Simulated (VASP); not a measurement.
# Sc5AlN6 (P4/mmm) in VASP: single point with PBE

Aim: the single point of Sc5AlN6 with PBE.

Program: VASP 6.6.1. These are calculated values, not measurements. Logs are shortened: lines on timing, memory, paths and dates and some standing lists are left out, and cuts for length are marked.

**1. The cell of the first run**

The structure is tetragonal, space group P4/mmm (No. 123). The conventional cell has a = 3.160 Å, b = 3.160 Å, c = 13.294 Å, α = 90.00°, β = 90.00°, γ = 90.00°. Sc (site symmetry 4mm) has 6 N at 2.11 to 2.28 Å within 2.8 Å. Within 3.0 Å of Sc (site symmetry 4mm) lie 6 N at 2.23 to 2.31 Å. Within 3.0 Å of Sc (site symmetry 4/mmm) lie 6 N at 2.23 to 2.26 Å. Al (site symmetry 4/mmm) has 6 N at 2.07 to 2.23 Å within 2.7 Å. N (site symmetry 4/mmm) has 2 Sc at 2.11 Å and 4 Al at 2.23 Å within 2.8 Å. Within 2.7 Å of N (site symmetry 4mm) lie 1 Al at 2.07 Å and 5 Sc at 2.24 to 2.31 Å. Within 3.0 Å of N (site symmetry 4mm) lie 6 Sc at 2.23 to 2.28 Å. Within 3.0 Å of N (site symmetry 4/mmm) lie 6 Sc at 2.23 to 2.27 Å.

**2. Single point, PBE**

INCAR

```
PREC     = Accurate       # precision mode
ENCUT    = 520            # plane-wave cutoff, eV
EDIFF    = 1E-6           # SCF threshold, eV
ISMEAR   = 0              # smearing method
SIGMA    = 0.01           # smearing width, eV
LREAL    = F              # projectors in reciprocal space
LASPH    = T              # aspherical terms in the spheres
NELM     = 80             # most SCF steps
ALGO     = Normal         # electronic algorithm
ISIF     = 2              # what is computed and relaxed
LWAVE    = F              # write WAVECAR
LCHARG   = F              # write CHGCAR
GGA      = PE             # functional
NBANDS   = 56             # bands
```

KPOINTS

```
regular mesh
0
Gamma
  12 12 4
```

POSCAR

```
Sc5AlN6
1.0
    3.1604587000      0.0000000000      0.0000000000
    0.0000000000      3.1604587000      0.0000000000
    0.0000000000      0.0000000000     13.2943238000
Sc Al N
5 1 6
Direct
    0.0000000000      0.0000000000      0.6587730000
    0.0000000000      0.0000000000      0.3412270000
    0.5000000000      0.5000000000      0.1706020000
    0.0000000000      0.0000000000      0.0000000000
    0.5000000000      0.5000000000      0.8293980000
    0.5000000000      0.5000000000      0.5000000000
    0.0000000000      0.0000000000      0.5000000000
    0.5000000000      0.5000000000      0.3440950000
    0.0000000000      0.0000000000      0.1699400000
    0.5000000000      0.5000000000      0.0000000000
    0.0000000000      0.0000000000      0.8300600000
    0.5000000000      0.5000000000      0.6559050000
```

Potentials or basis: VASP PAW PBE potentials, release 64 (Sc_sv, Al, N).

Command:

```sh
$ cat potpaw_PBE.64/Sc_sv/POTCAR potpaw_PBE.64/Al/POTCAR potpaw_PBE.64/N/POTCAR > POTCAR
$ mpirun -np 1 vasp_std > vasp.out
```

OUTCAR:

```text
PREC = Accurate
   ENCUT = 520
   EDIFF = 1E-6
   ISMEAR = 0
   LREAL = F
   LASPH = T
   NELM = 80
   ISIF = 2
   GGA = PE

 ion  position               nearest neighbor table
   1  0.000  0.000  0.659-   7 2.11  12 2.24  12 2.24  12 2.24  12 2.24  11 2.28   6 3.07   6 3.07
                             6 3.07   6 3.07   5 3.18   5 3.18   5 3.18   5 3.18
   2  0.000  0.000  0.341-   7 2.11   8 2.24   8 2.24   8 2.24   8 2.24   9 2.28   6 3.07   6 3.07
                             6 3.07   6 3.07   3 3.18   3 3.18   3 3.18   3 3.18
   3  0.500  0.500  0.171-   9 2.23   9 2.23   9 2.23   9 2.23  10 2.27   8 2.31   4 3.18   4 3.18
                             4 3.18   4 3.18   2 3.18   2 3.18   2 3.18   2 3.18
   4  0.000  0.000  0.000-  10 2.23  10 2.23  10 2.23  10 2.23  11 2.26   9 2.26   5 3.18   5 3.18
                             3 3.18   5 3.18   3 3.18   3 3.18   5 3.18   3 3.18
   5  0.500  0.500  0.829-  11 2.23  11 2.23  11 2.23  11 2.23  10 2.27  12 2.31   4 3.18   4 3.18
                             4 3.18   4 3.18   1 3.18   1 3.18   1 3.18   1 3.18
   6  0.500  0.500  0.500-   8 2.07  12 2.07   7 2.23   7 2.23   7 2.23   7 2.23   2 3.07   2 3.07
                             1 3.07   2 3.07   1 3.07   1 3.07   2 3.07   1 3.07
   7  0.000  0.000  0.500-   1 2.11   2 2.11   6 2.23   6 2.23   6 2.23   6 2.23
   8  0.500  0.500  0.344-   6 2.07   2 2.24   2 2.24   2 2.24   2 2.24   3 2.31
   9  0.000  0.000  0.170-   3 2.23   3 2.23   3 2.23   3 2.23   4 2.26   2 2.28
  10  0.500  0.500  0.000-   4 2.23   4 2.23   4 2.23   4 2.23   5 2.27   3 2.27
  11  0.000  0.000  0.830-   5 2.23   5 2.23   5 2.23   5 2.23   4 2.26   1 2.28
  12  0.500  0.500  0.656-   6 2.07   1 2.24   1 2.24   1 2.24   1 2.24   5 2.31

  LATTYP: Found a simple tetragonal cell.
 ALAT       =     3.1604587000
 C/A-ratio  =     4.2064538923

  Lattice vectors:

 A1 = (   3.1604587000,   0.0000000000,   0.0000000000)
 A2 = (   0.0000000000,   3.1604587000,   0.0000000000)
 A3 = (   0.0000000000,   0.0000000000,  13.2943238000)

Analysis of symmetry for initial positions (statically):
=====================================================================
 Subroutine PRICEL returns:
 Original cell was already a primitive cell.

 Routine SETGRP: Setting up the symmetry group for a
 simple tetragonal supercell.

 Subroutine GETGRP returns: Found 16 space group operations
 (whereof 16 operations were pure point group operations)
 out of a pool of 16 trial point group operations.

The static configuration has the point symmetry D_4h.

Analysis of symmetry for dynamics (positions and initial velocities):
=====================================================================
 Subroutine PRICEL returns:
 Original cell was already a primitive cell.

 Routine SETGRP: Setting up the symmetry group for a
 simple tetragonal supercell.

 Subroutine GETGRP returns: Found 16 space group operations
 (whereof 16 operations were pure point group operations)
 out of a pool of 16 trial point group operations.

The dynamic configuration has the point symmetry D_4h.

 Subroutine INISYM returns: Found 16 space group operations
 (whereof 16 operations are pure point group operations),
 and found     1 'primitive' translations

----------------------------------------------------------------------------------------

                                     Primitive cell

  volume of cell :     132.7903

  direct lattice vectors                    reciprocal lattice vectors
     3.160458700  0.000000000  0.000000000     0.316409767  0.000000000  0.000000000
     0.000000000  3.160458700  0.000000000     0.000000000  0.316409767  0.000000000
     0.000000000  0.000000000 13.294323800     0.000000000  0.000000000  0.075220072

  length of vectors
     3.160458700  3.160458700 13.294323800     0.316409767  0.316409767  0.075220072

  position of ions in fractional coordinates (direct lattice)
     0.000000000  0.000000000  0.658773000
     0.000000000  0.000000000  0.341227000
     0.500000000  0.500000000  0.170602000
     0.000000000  0.000000000  0.000000000
     0.500000000  0.500000000  0.829398000
     0.500000000  0.500000000  0.500000000
     0.000000000  0.000000000  0.500000000
     0.500000000  0.500000000  0.344095000
     0.000000000  0.000000000  0.169940000
     0.500000000  0.500000000  0.000000000
     0.000000000  0.000000000  0.830060000
     0.500000000  0.500000000  0.655905000

  ion indices of the primitive-cell ions
   primitive index   ion index
                 1           1
                 2           2
[... 25 lines left out ...]

  Length of vectors
     0.026367481  0.026367481  0.018805018

  Shift w.r.t. Gamma in fractional coordinates (k-lattice)
     0.000000000  0.000000000  0.000000000

 Subroutine IBZKPT returns following result:
 ===========================================

 Found     84 irreducible k-points:

 Following reciprocal coordinates:
            Coordinates               Weight
  0.000000  0.000000  0.000000      1.000000
  0.083333  0.000000  0.000000      4.000000
  0.166667  0.000000  0.000000      4.000000
  0.250000  0.000000  0.000000      4.000000
  0.333333  0.000000  0.000000      4.000000
  0.416667  0.000000  0.000000      4.000000
[... 16 lines left out ...]
  0.333333  0.333333  0.000000      4.000000
  0.416667  0.333333  0.000000      8.000000
 [... further k-points ...]
   k-points           NKPTS =     84   k-points in BZ     NKDIM =     84   number of bands    NBANDS=     56
   number of dos      NEDOS =    301   number of ions     NIONS =     12
   total plane-waves  NPLWV =  57600
   dimension x,y,z NGX =    24 NGY =   24 NGZ =  100
   dimension x,y,z NGXF=    48 NGYF=   48 NGZF=  200
   ions per type =               5   1   6
   NGX,Y,Z   is equivalent  to a cutoff of  12.62, 12.62, 12.51 a.u.
   NGXF,Y,Z  is equivalent  to a cutoff of  25.25, 25.25, 25.01 a.u.
 SYSTEM =  unknown system
   PREC   = accura    normal or accurate (medium, high low for compatibility)
   ISTART =      0    job   : 0-new  1-cont  2-samecut
   ICHARG =      2    charge: 1-file 2-atom 10-const
   ISPIN  =      1    spin polarized calculation?
   LNONCOLLINEAR =      F non collinear calculations
   LSORBIT =      F    spin-orbit coupling
   LASPH  =      T    aspherical Exc in radial PAW
   ENCUT  =  520.0 eV  38.22 Ry    6.18 a.u.   5.88  5.88 24.72*2*pi/ulx,y,z
   NELM   =     80;   NELMIN=  2; NELMDL= -5     # of ELM steps
   EDIFF  = 0.1E-05   stopping-criterion for ELM
   LREAL  =      F    real-space projection
   EDIFFG = 0.1E-04   stopping-criterion for IOM
   NSW    =      0    number of steps for IOM
   IBRION =     -1    ionic relax: 0-MD 1-quasi-New 2-CG
   NFREE  =      0    steps in history (QN), initial steepest desc. (CG)
   ISIF   =      2    stress and relaxation
   ISYM   =      2    0-nonsym 1-usesym 2-fastsym
   POTIM  = 0.5000    time-step for ionic-motion
   TEBEG  =    0.0;   TEEND  =   0.0 temperature during run
   PSTRESS=    0.0 pullay stress
   NELECT =      88.0000    total number of electrons
   NUPDOWN=      -1.0000    fix difference up-down
   EMIN   =  10.00;   EMAX   =-10.00  energy-range for DOS
   EFERMI =   0.00;   METHOD = LEGACY
   ISMEAR =     0;   SIGMA  =   0.01  broadening in eV -4-tet -1-fermi 0-gaus
   EFERMI_NEDOS =   21; number of points for ismear=-14 and -15
   IALGO  =     38    algorithm
   IMIX   =      4    mixing-type and parameters
     AMIX     =   0.40;   BMIX     =  1.00
     AMIX_MAG =   1.60;   BMIX_MAG =  1.00
  volume/ion in A,a.u.               =      11.07        74.68
  Fermi-wavevector in a.u.,A,eV,Ry     =   1.427294  2.697195 27.717371  2.037169
  Thomas-Fermi vector in A             =   2.547479
   LORBIT       =      0    0 simple, 1 ext, 2 COOP (PROOUT), +10 PAW based schemes
   GGA     = PE    functional components
   LHFCALC =     F    Hartree Fock is set to
   AEXX    =    0.0000 exact exchange contribution
   IVDW    =     0    specifies the selected vdW correction
   LEPSILON=     F    determine dielectric tensor
   LRPA    =     F    only Hartree local field effects (RPA)
 non-spin polarized calculation
 Gauss-broadening in eV      SIGMA  =   0.01
  energy-cutoff  :      520.00
  volume of cell :      132.79
 maximum number of plane-waves:      3628
 NGX is ok and might be reduce to    24
   NGX = 11   NGY = 11   NGZ = 49

 number of electron      88.0000002 magnetization

 Free energy of the ion-electron system (eV)
  ---------------------------------------------------
  ext. energy  EPLUGINS =         0.00000000
  ---------------------------------------------------
  free energy    TOTEN  =      -105.79661246 eV

  energy without entropy =     -105.79661122  energy(sigma->0) =     -105.79661184

 E-fermi :   6.1082     XC(G=0): -11.8801

 val. band max:        6.0896589649   @ k =   0.0000   0.0000   0.0000
 cond. band min:       6.1249756785   @ k =   0.0000   0.0000   0.0000
 fundamental gap:      0.0353167136
 Fermi energy:         6.1081513875

 k-point     1 :       0.0000    0.0000    0.0000
  band No.  band energies     occupation
      1     -42.2094      2.00000
      2     -42.1947      2.00000
      3     -42.0671      2.00000
      4     -41.9972      2.00000
      5     -41.9971      2.00000
      6     -21.0934      2.00000
[... 1405 lines left out ...]
     55      11.2412      0.00000
     56      11.2880      0.00000

 [... further k-points ...]

------------------------ aborting loop because EDIFF is reached ----------------------------------------

  FORCE on cell =-STRESS in cart. coord.  units (eV):
  Direction    XX          YY          ZZ          XY          YZ          ZX
  --------------------------------------------------------------------------------------
  -------------------------------------------------------------------------------------
  Total        0.6871044      0.6871044      0.7106663      0.0000000     -0.0000000      0.0000000
  in kB        8.2902345      8.2902345      8.5745204      0.0000000     -0.0000000      0.0000000
  external PRESSURE =       8.3849965 kB  Pullay stress =       0.0000000 kB

 VOLUME and BASIS-vectors are now :
 -----------------------------------------------------------------------------
  energy-cutoff  :      520.00
  volume of cell :      132.79
      direct lattice vectors                 reciprocal lattice vectors
     3.160458700  0.000000000  0.000000000     0.316409767  0.000000000  0.000000000
     0.000000000  3.160458700  0.000000000     0.000000000  0.316409767  0.000000000
     0.000000000  0.000000000 13.294323800     0.000000000  0.000000000  0.075220072

 POSITION                                       TOTAL-FORCE (eV/Angst)
 -----------------------------------------------------------------------------------
      0.00000      0.00000      8.75794        -0.000000      0.000000      0.030802
      0.00000      0.00000      4.53638        -0.000000      0.000000     -0.030802
      1.58023      1.58023      2.26804        -0.000000      0.000000      0.002653
      0.00000      0.00000      0.00000        -0.000000      0.000000      0.000000
      1.58023      1.58023     11.02629        -0.000000      0.000000     -0.002653
      1.58023      1.58023      6.64716        -0.000000      0.000000      0.000000
      0.00000      0.00000      6.64716        -0.000000      0.000000      0.000000
      1.58023      1.58023      4.57451        -0.000000     -0.000000      0.035350
      0.00000      0.00000      2.25924         0.000000      0.000000      0.002136
      1.58023      1.58023      0.00000        -0.000000      0.000000      0.000000
      0.00000      0.00000     11.03509        -0.000000      0.000000     -0.002136
      1.58023      1.58023      8.71981         0.000000     -0.000000     -0.035350
 -----------------------------------------------------------------------------------
    total drift:                                0.000000     -0.000000      0.000000

  FREE ENERGIE OF THE ION-ELECTRON SYSTEM (eV)
  ---------------------------------------------------
  free  energy   TOTEN  =      -105.7966124588 eV

  energy  without entropy=     -105.7966112166  energy(sigma->0) =     -105.79661184
```

Wall time 21 min (1 thread of Intel Xeon 8259CL, shared host); peak memory 0.55 GiB.

What came out:

| Item | Value |
| --- | --- |
| Free energy | -105.7966 eV |
| Pressure | 0.8 GPa |
| Largest force | 0.035 eV/Å |
| Band gap on the k mesh | 0.04 eV |

Forces in eV/Å, atoms in the order of the input:
```
Sc   0.000  0.000  0.031
Sc   0.000  0.000 -0.031
Sc   0.000  0.000  0.003
Sc   0.000  0.000  0.000
Sc   0.000  0.000 -0.003
Al   0.000  0.000  0.000
N    0.000  0.000  0.000
N    0.000  0.000  0.035
N    0.000  0.000  0.002
N    0.000  0.000  0.000
N    0.000  0.000 -0.002
N    0.000  0.000 -0.035
```

Caveat: semilocal functionals underestimate gaps, and a narrow one can read as zero. A k mesh can miss the band edges.
